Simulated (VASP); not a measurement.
Input of a VASP 6.6.1 run:

The input INCAR:

```
SYSTEM = RbEuCl3
ALGO = Normal ; EDIFF = 1E-6
ENCUT = 600 ; GGA = PS
GGA_COMPAT = .FALSE. ; ISIF = 2
ISMEAR = -1 ; ISPIN = 2
LASPH = .TRUE. ; LCHARG = .FALSE.
LMAXMIX = 6 ; LORBIT = 11
LREAL = .FALSE. ; LWAVE = .FALSE.
MAGMOM = 0 7 0 0 0 ; NBANDS = 36
NELM = 200 ; PREC = Accurate
SIGMA = 0.1
```

The input KPOINTS:

```
k-points
0
G
  4 4 4
  0 0 0
```

Contents of POSCAR:

```
RbEuCl3
1.0
    5.6558250000      0.0000000000      0.0000000000
    0.0000000000      5.6558250000      0.0000000000
    0.0000000000      0.0000000000      5.6558250000
Rb Eu Cl
1 1 3
Direct
    0.5000000000      0.5000000000      0.5000000000
    0.0000000000      0.0000000000      0.0000000000
    0.5000000000      0.0000000000      0.0000000000
    0.0000000000      0.0000000000      0.5000000000
    0.0000000000      0.5000000000      0.0000000000
```

Potentials or basis: VASP PAW PBE potentials, release 64 (Rb_sv, Eu, Cl).

Command:

```sh
$ cat potpaw_PBE.64/Rb_sv/POTCAR potpaw_PBE.64/Eu/POTCAR potpaw_PBE.64/Cl/POTCAR > POTCAR
$ mpirun -np 1 vasp_std > vasp.out
```

(1) Estimate the site moments.

(2) Estimate the net moment.

(3) What does it give for the pressure?

Results:

(1) Rb +0.00; Eu +6.66; Cl -0.02 μB.

(2) 6.97 μB per cell.

(3) -1.4 GPa.

Caveat: the PAW data sets were made with another functional, which shifts forces and pressure a little; a cell with one magnetic atom can't hold antiferromagnetic order, which such compounds often take.
